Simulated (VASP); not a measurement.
# ScBr (Pm-3m) in VASP: notebook

ScBr is run at these levels: PBE; tasks: single point, relaxation of cell and atoms.

Program: VASP 6.6.1. These are calculated values, not measurements. Logs are shortened: lines on timing, memory, paths and dates and some standing lists are left out, and cuts for length are marked.

## (1) The cell of the first run

Symmetry: Pm-3m, No. 221, cubic system. Conventional cell: a = 3.432 Å, b = 3.432 Å, c = 3.432 Å, α = 90.00°, β = 90.00°, γ = 90.00°. Sc (site symmetry m-3m) has 8 Br at 2.97 Å and 6 Sc at 3.43 Å within 3.9 Å. Within 3.9 Å of Br (site symmetry m-3m) lie 8 Sc at 2.97 Å and 6 Br at 3.43 Å.

## (2) Single point, PBE

Input file INCAR:

```
SYSTEM = ScBr
ALGO = Normal ; EDIFF = 1E-6
ENCUT = 520 ; GGA = PE
ISIF = 2 ; ISMEAR = 0
LASPH = .TRUE. ; LCHARG = .FALSE.
LREAL = .FALSE. ; LWAVE = .FALSE.
NBANDS = 16 ; NELM = 60
PREC = Accurate ; SIGMA = 0.1
```

Input file KPOINTS:

```
k-points
0
G
  16 16 16
  0 0 0
```

Input file POSCAR:

```
ScBr
1.0
    3.4320535867      0.0000000000      0.0000000000
    0.0000000000      3.4320535867      0.0000000000
    0.0000000000      0.0000000000      3.4320535867
Sc Br
1 1
Direct
    0.5000000000      0.5000000000      0.5000000000
    0.0000000000      0.0000000000      0.0000000000
```

Potentials or basis: VASP PAW PBE potentials, release 64 (Sc_sv, Br).

On the command line:

```bash
> cat potpaw_PBE.64/Sc_sv/POTCAR potpaw_PBE.64/Br/POTCAR > POTCAR
> mpirun -np 1 vasp_std > vasp.out
```

OUTCAR:

```text
SYSTEM = ScBr
   EDIFF = 1E-6
   ENCUT = 520
   GGA = PE
   ISIF = 2
   ISMEAR = 0
   LASPH = .TRUE.
   LREAL = .FALSE.
   NELM = 60
   PREC = Accurate

 ion  position               nearest neighbor table
   1  0.500  0.500  0.500-   2 2.97   2 2.97   2 2.97   2 2.97   2 2.97   2 2.97   2 2.97   2 2.97

   2  0.000  0.000  0.000-   1 2.97   1 2.97   1 2.97   1 2.97   1 2.97   1 2.97   1 2.97   1 2.97

  LATTYP: Found a simple cubic cell.
 ALAT       =     3.4320535867

  Lattice vectors:

 A1 = (   3.4320535867,   0.0000000000,   0.0000000000)
 A2 = (   0.0000000000,   3.4320535867,   0.0000000000)
 A3 = (   0.0000000000,   0.0000000000,   3.4320535867)

Analysis of symmetry for initial positions (statically):
=====================================================================
 Subroutine PRICEL returns:
 Original cell was already a primitive cell.

 Routine SETGRP: Setting up the symmetry group for a
 simple cubic supercell.

 Subroutine GETGRP returns: Found 48 space group operations
 (whereof 48 operations were pure point group operations)
 out of a pool of 48 trial point group operations.

The static configuration has the point symmetry O_h .

Analysis of symmetry for dynamics (positions and initial velocities):
=====================================================================
 Subroutine PRICEL returns:
 Original cell was already a primitive cell.

 Routine SETGRP: Setting up the symmetry group for a
 simple cubic supercell.

 Subroutine GETGRP returns: Found 48 space group operations
 (whereof 48 operations were pure point group operations)
 out of a pool of 48 trial point group operations.

The dynamic configuration has the point symmetry O_h .

 Subroutine INISYM returns: Found 48 space group operations
 (whereof 48 operations are pure point group operations),
 and found     1 'primitive' translations

----------------------------------------------------------------------------------------

                                     Primitive cell

  volume of cell :      40.4261

  direct lattice vectors                    reciprocal lattice vectors
     3.432053587  0.000000000  0.000000000     0.291370742  0.000000000  0.000000000
     0.000000000  3.432053587  0.000000000     0.000000000  0.291370742  0.000000000
     0.000000000  0.000000000  3.432053587     0.000000000  0.000000000  0.291370742

  length of vectors
     3.432053587  3.432053587  3.432053587     0.291370742  0.291370742  0.291370742

  position of ions in fractional coordinates (direct lattice)
     0.500000000  0.500000000  0.500000000
     0.000000000  0.000000000  0.000000000

  ion indices of the primitive-cell ions
   primitive index   ion index
                 1           1
                 2           2

----------------------------------------------------------------------------------------

 KPOINTS: k-points

Automatic generation of k-mesh.
 Grid dimensions read from file:
 generate k-points for:   16   16   16

 Generating k-lattice:

  Cartesian coordinates                     Fractional coordinates (reciprocal lattice)
     0.018210671  0.000000000  0.000000000     0.062500000  0.000000000  0.000000000
     0.000000000  0.018210671  0.000000000     0.000000000  0.062500000  0.000000000
     0.000000000  0.000000000  0.018210671     0.000000000  0.000000000  0.062500000

  Length of vectors
     0.018210671  0.018210671  0.018210671

  Shift w.r.t. Gamma in fractional coordinates (k-lattice)
     0.000000000  0.000000000  0.000000000

 Subroutine IBZKPT returns following result:
 ===========================================

 Found    165 irreducible k-points:

 Following reciprocal coordinates:
            Coordinates               Weight
  0.000000  0.000000  0.000000      1.000000
  0.062500  0.000000  0.000000      6.000000
  0.125000  0.000000  0.000000      6.000000
  0.187500  0.000000  0.000000      6.000000
  0.250000  0.000000  0.000000      6.000000
  0.312500  0.000000  0.000000      6.000000
[... 16 lines left out ...]
  0.437500  0.125000  0.000000     24.000000
  0.500000  0.125000  0.000000     12.000000
 [... further k-points ...]
   k-points           NKPTS =    165   k-points in BZ     NKDIM =    165   number of bands    NBANDS=     16
   number of dos      NEDOS =    301   number of ions     NIONS =      2
   total plane-waves  NPLWV =  21952
   dimension x,y,z NGX =    28 NGY =   28 NGZ =   28
   dimension x,y,z NGXF=    56 NGYF=   56 NGZF=   56
   ions per type =               1   1
   NGX,Y,Z   is equivalent  to a cutoff of  13.56, 13.56, 13.56 a.u.
   NGXF,Y,Z  is equivalent  to a cutoff of  27.13, 27.13, 27.13 a.u.
 SYSTEM =  ScBr
   PREC   = accura    normal or accurate (medium, high low for compatibility)
   ISTART =      0    job   : 0-new  1-cont  2-samecut
   ICHARG =      2    charge: 1-file 2-atom 10-const
   ISPIN  =      1    spin polarized calculation?
   LNONCOLLINEAR =      F non collinear calculations
   LSORBIT =      F    spin-orbit coupling
   LASPH  =      T    aspherical Exc in radial PAW
   ENCUT  =  520.0 eV  38.22 Ry    6.18 a.u.   6.38  6.38  6.38*2*pi/ulx,y,z
   NELM   =     60;   NELMIN=  2; NELMDL= -5     # of ELM steps
   EDIFF  = 0.1E-05   stopping-criterion for ELM
   LREAL  =      F    real-space projection
   EDIFFG = 0.1E-04   stopping-criterion for IOM
   NSW    =      0    number of steps for IOM
   IBRION =     -1    ionic relax: 0-MD 1-quasi-New 2-CG
   NFREE  =      0    steps in history (QN), initial steepest desc. (CG)
   ISIF   =      2    stress and relaxation
   ISYM   =      2    0-nonsym 1-usesym 2-fastsym
   POTIM  = 0.5000    time-step for ionic-motion
   TEBEG  =    0.0;   TEEND  =   0.0 temperature during run
   PSTRESS=    0.0 pullay stress
   NELECT =      18.0000    total number of electrons
   NUPDOWN=      -1.0000    fix difference up-down
   EMIN   =  10.00;   EMAX   =-10.00  energy-range for DOS
   EFERMI =   0.00;   METHOD = LEGACY
   ISMEAR =     0;   SIGMA  =   0.10  broadening in eV -4-tet -1-fermi 0-gaus
   EFERMI_NEDOS =   21; number of points for ismear=-14 and -15
   IALGO  =     38    algorithm
   IMIX   =      4    mixing-type and parameters
     AMIX     =   0.40;   BMIX     =  1.00
     AMIX_MAG =   1.60;   BMIX_MAG =  1.00
  volume/ion in A,a.u.               =      20.21       136.40
  Fermi-wavevector in a.u.,A,eV,Ry     =   1.250101  2.362347 21.262523  1.562751
  Thomas-Fermi vector in A             =   2.384110
   LORBIT       =      0    0 simple, 1 ext, 2 COOP (PROOUT), +10 PAW based schemes
   GGA     = PE    functional components
   LHFCALC =     F    Hartree Fock is set to
   AEXX    =    0.0000 exact exchange contribution
   IVDW    =     0    specifies the selected vdW correction
   LEPSILON=     F    determine dielectric tensor
   LRPA    =     F    only Hartree local field effects (RPA)
 non-spin polarized calculation
 Gauss-broadening in eV      SIGMA  =   0.10
  energy-cutoff  :      520.00
  volume of cell :       40.43
 maximum number of plane-waves:      1108
 NGX is ok and might be reduce to    28
   NGX = 13   NGY = 13   NGZ = 13

 number of electron      17.9999996 magnetization

 Free energy of the ion-electron system (eV)
  ---------------------------------------------------
  ext. energy  EPLUGINS =         0.00000000
  ---------------------------------------------------
  free energy    TOTEN  =        -9.15745973 eV

  energy without entropy =       -9.15216650  energy(sigma->0) =       -9.15481312

 E-fermi :   7.2750     XC(G=0): -10.5682

 val. band max:        7.2628395988   @ k =   0.5000   0.2500   0.2500
 cond. band min:       7.2778146766   @ k =   0.4375   0.2500   0.2500
 fundamental gap:      0.0149750778
 Fermi energy:         7.2750004729

 k-point     1 :       0.0000    0.0000    0.0000
  band No.  band energies     occupation
      1     -42.8085      2.00000
      2     -21.4374      2.00000
      3     -21.4374      2.00000
      4     -21.4374      2.00000
      5     -11.6575      2.00000
      6       2.1537      2.00000
[... 8 lines left out ...]
     15      14.1183      0.00000
     16      14.1183      0.00000

 k-point     2 :       0.0625    0.0000    0.0000
  band No.  band energies     occupation
      1     -42.8081      2.00000
      2     -21.4441      2.00000
      3     -21.4368      2.00000
      4     -21.4368      2.00000
      5     -11.6352      2.00000
      6       1.8876      2.00000
[... 8 lines left out ...]
     15      14.0206      0.00000
     16      14.1921      0.00000

 k-point     3 :       0.1250    0.0000    0.0000
  band No.  band energies     occupation
      1     -42.8068      2.00000
      2     -21.4630      2.00000
      3     -21.4351      2.00000
      4     -21.4351      2.00000
      5     -11.5708      2.00000
      6       1.2658      2.00000
[... 8 lines left out ...]
     15      13.7442      0.00000
     16      14.4001      0.00000

 k-point     4 :       0.1875    0.0000    0.0000
  band No.  band energies     occupation
      1     -42.8048      2.00000
      2     -21.4911      2.00000
      3     -21.4326      2.00000
      4     -21.4326      2.00000
      5     -11.4718      2.00000
      6       0.5340      2.00000
[... 8 lines left out ...]
     15      13.3348      0.00000
     16      14.6683      0.00000
[... 324 lines left out ...]
 k-point    22 :       0.3750    0.1250    0.0000
  band No.  band energies     occupation
      1     -42.7965      2.00000
      2     -21.5791      2.00000
      3     -21.4465      2.00000
      4     -21.4220      2.00000
      5     -11.0618      2.00000
      6      -1.1250      2.00000
[... 8 lines left out ...]
     15      12.5238      0.00000
     16      12.7940      0.00000

 k-point    23 :       0.4375    0.1250    0.0000
  band No.  band energies     occupation
      1     -42.7951      2.00000
      2     -21.5970      2.00000
      3     -21.4445      2.00000
      4     -21.4203      2.00000
      5     -10.9895      2.00000
      6      -1.4107      2.00000
[... 8 lines left out ...]
     15      12.2002      0.00000
     16      12.3023      0.00000

 k-point    24 :       0.5000    0.1250    0.0000
  band No.  band energies     occupation
      1     -42.7947      2.00000
      2     -21.6032      2.00000
      3     -21.4438      2.00000
      4     -21.4197      2.00000
      5     -10.9636      2.00000
      6      -1.5084      2.00000
[... 8 lines left out ...]
     15      11.9341      0.00000
     16      12.2203      0.00000

 [... further k-points ...]

------------------------ aborting loop because EDIFF is reached ----------------------------------------

  FORCE on cell =-STRESS in cart. coord.  units (eV):
  Direction    XX          YY          ZZ          XY          YZ          ZX
  --------------------------------------------------------------------------------------
  -------------------------------------------------------------------------------------
  Total        0.0321682      0.0321682      0.0321682      0.0000000     -0.0000000      0.0000000
  in kB        1.2748985      1.2748985      1.2748985      0.0000000     -0.0000000      0.0000000
  external PRESSURE =       1.2748985 kB  Pullay stress =       0.0000000 kB

 VOLUME and BASIS-vectors are now :
 -----------------------------------------------------------------------------
  energy-cutoff  :      520.00
  volume of cell :       40.43
      direct lattice vectors                 reciprocal lattice vectors
     3.432053587  0.000000000  0.000000000     0.291370742  0.000000000  0.000000000
     0.000000000  3.432053587  0.000000000     0.000000000  0.291370742  0.000000000
     0.000000000  0.000000000  3.432053587     0.000000000  0.000000000  0.291370742

 POSITION                                       TOTAL-FORCE (eV/Angst)
 -----------------------------------------------------------------------------------
      1.71603      1.71603      1.71603         0.000000      0.000000      0.000000
      0.00000      0.00000      0.00000         0.000000      0.000000      0.000000
 -----------------------------------------------------------------------------------
    total drift:                                0.000000      0.000000      0.000000

  FREE ENERGIE OF THE ION-ELECTRON SYSTEM (eV)
  ---------------------------------------------------
  free  energy   TOTEN  =        -9.1574597346 eV

  energy  without entropy=       -9.1521665014  energy(sigma->0) =       -9.15481312
```

It took 1.8 min on 1 thread of Intel Xeon 8259CL, shared host; peak memory 0.24 GiB.

Results:

- Free energy: -9.1575 eV
- Pressure: 0.1 GPa
- Band gap on the k mesh: zero (bands 9 and 10 overlap by 3.03 eV)

Levels at points of the mesh, in eV from the Fermi level:
| k point | band 5 | band 6 | band 7 | band 8 | band 9 | band 10 | band 11 | band 12 | band 13 | band 14 |
| --- | --- | --- | --- | --- | --- | --- | --- | --- | --- | --- |
| (0.00, 0.00, 0.00) | -18.93 | -5.12 | -5.12 | -5.12 | -1.56 | -1.56 | -0.73 | 1.88 | 1.88 | 1.88 |
| (0.50, 0.00, 0.00) | -18.28 | -8.93 | -5.17 | -5.17 | -0.55 | 2.04 | 2.12 | 2.15 | 2.53 | 2.53 |
| (0.50, 0.50, 0.00) | -17.98 | -7.71 | -7.71 | -4.35 | -1.84 | 0.30 | 0.67 | 0.67 | 2.78 | 3.85 |
| (0.50, 0.50, 0.50) | -17.48 | -7.76 | -7.76 | -7.76 | 1.47 | 1.47 | 1.47 | 2.84 | 2.84 | 2.95 |

## (3) Relaxation of cell and atoms, PBE

This run uses another cell than the first one, of 20.14 Å³/atom.

Input file INCAR:

```
PREC = Accurate ; ENCUT = 600
EDIFF = 1E-7 ; ISMEAR = 0
SIGMA = 0.1 ; LREAL = False
LASPH = True ; NELM = 100
ALGO = Normal ; ISIF = 3
LWAVE = False ; LCHARG = False
GGA = PE ; IBRION = 2
NSW = 100 ; EDIFFG = -0.01
```

Input file KPOINTS:

```
regular mesh
0
Gamma
  16 16 16
```

Input file POSCAR:

```
ScBr
1.0
    3.4278857081      0.0000000000      0.0000000000
    0.0000000000      3.4278857081      0.0000000000
    0.0000000000      0.0000000000      3.4278857081
Sc Br
1 1
Direct
    0.5000000000      0.5000000000      0.5000000000
    0.0000000000      0.0000000000      0.0000000000
```

Potentials or basis: VASP PAW PBE potentials, release 64 (Sc_sv, Br).

On the command line:

```bash
> cat potpaw_PBE.64/Sc_sv/POTCAR potpaw_PBE.64/Br/POTCAR > POTCAR
> mpirun -np 1 vasp_std > vasp.out
```

Run time: 2.1 min. Hardware: 1 thread of Intel Xeon 8259CL, shared host; peak memory 0.26 GiB.

It converged, with:

```yaml
Free_energy: -9.1578 eV
Relaxed_volume: 20.27 Å³/atom
Relaxed_cell: a = 3.435 Å, b = 3.435 Å, c = 3.435 Å, α = 90.00°, β = 90.00°, γ = 90.00°
Space_group_after_relaxing_to_0.1_Å: Pm-3m (No. 221)
Energy_gained_by_relaxing: 0.1 meV/atom
Ionic_steps: 2
Pressure_after_relaxing: 0.0 GPa
Band_gap_on_the_k_mesh: zero (bands 9 and 10 overlap by 3.02 eV)
```

Step by step:
```
step  energy change (eV)  largest force (eV/Å)  pressure (GPa)  volume (Å³)
   1              0.0000                0.0000            0.35        40.28
   2             -0.0003                0.0000            0.00        40.53
```

Final structure:
```xyz
2
Lattice="3.4351 0.0000 0.0000 0.0000 3.4351 0.0000 0.0000 0.0000 3.4351" Properties=species:S:1:pos:R:3 pbc="T T T"
Sc    1.7175    1.7175    1.7175
Br    0.0000    0.0000    0.0000
```

Levels at points of the mesh, in eV from the Fermi level:
| k point | band 7 | band 8 | band 9 | band 10 | band 11 | band 12 |
| --- | --- | --- | --- | --- | --- | --- |
| (0.00, 0.00, 0.00) | -5.12 | -5.12 | -1.55 | -1.55 | -0.75 | 1.88 |
| (0.50, 0.00, 0.00) | -5.17 | -5.17 | -0.55 | 2.03 | 2.11 | 2.14 |
| (0.50, 0.50, 0.00) | -7.70 | -4.35 | -1.84 | 0.30 | 0.67 | 0.67 |
| (0.50, 0.50, 0.50) | -7.74 | -7.74 | 1.47 | 1.47 | 1.47 | 2.83 |
